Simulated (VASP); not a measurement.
Cu:

```
Cu
1.0
    -1.46982    1.46982    1.38016
     1.46982   -1.46982    1.38016
     1.46982    1.46982   -1.38016
Cu
1
Direct
  0.00000 0.00000 0.00000
```

```yaml
Program: VASP 6.6.1
Task: relaxation of cell and atoms
Functional: LDA
Potentials_or_basis: VASP PAW LDA potentials, release 64 (Cu)
Cutoff: 600 eV
k_mesh: 16 × 16 × 16
Occupations: fermi-dirac, width 0.05 eV
Spin: no spin polarisation
Hubbard_terms: Cu d U = 5.0 eV
```

At the start: pressure -13.7 GPa; volume 11.93 Å³/atom.

Question: How do energy, volume and symmetry change on relaxing?

Answer: Over 15 steps the energy falls by 61.0 meV/atom and the volume is 10.70 Å³/atom (-10.3 %); space group I4/mmm (No. 139, to 0.1 Å) before and after.

The path:
```
step  energy change (eV)  largest force (eV/Å)  pressure (GPa)  volume (Å³)
   1              0.0000                0.0000          -13.74        11.93
   2             -0.0501                0.0000            7.60        10.25
   3             -0.0599                0.0000           -0.02        10.68
   4             -0.0599                0.0000            0.31        10.66
   5             -0.0599                0.0000           -0.07        10.69
   6             -0.0599                0.0000           -0.16        10.69
   7             -0.0599                0.0000           -0.37        10.71
   8             -0.0599                0.0000           -0.27        10.70
   9             -0.0600                0.0000           -0.29        10.70
  10             -0.0601                0.0000           -0.38        10.71
  11             -0.0605                0.0000           -0.50        10.72
  12             -0.0609                0.0000           -0.71        10.74
  13             -0.0609                0.0000           -0.68        10.74
  14             -0.0610                0.0000           -0.18        10.71
  15             -0.0610                0.0000           -0.04        10.70
```

Final structure:
```cif
data_structure
_symmetry_space_group_name_H-M 'P 1'
_symmetry_Int_Tables_number 1
_cell_length_a 2.4106
_cell_length_b 2.4106
_cell_length_c 2.4106
_cell_angle_alpha 106.640
_cell_angle_beta 106.640
_cell_angle_gamma 115.296
_cell_volume 10.70
loop_
_atom_site_label
_atom_site_type_symbol
_atom_site_fract_x
_atom_site_fract_y
_atom_site_fract_z
_atom_site_occupancy
Cu1 Cu 0.00000 0.00000 0.00000 1
```

Caveat: U without spin polarisation on a metal has little footing; the U is typed as a test and isn't derived for this compound.
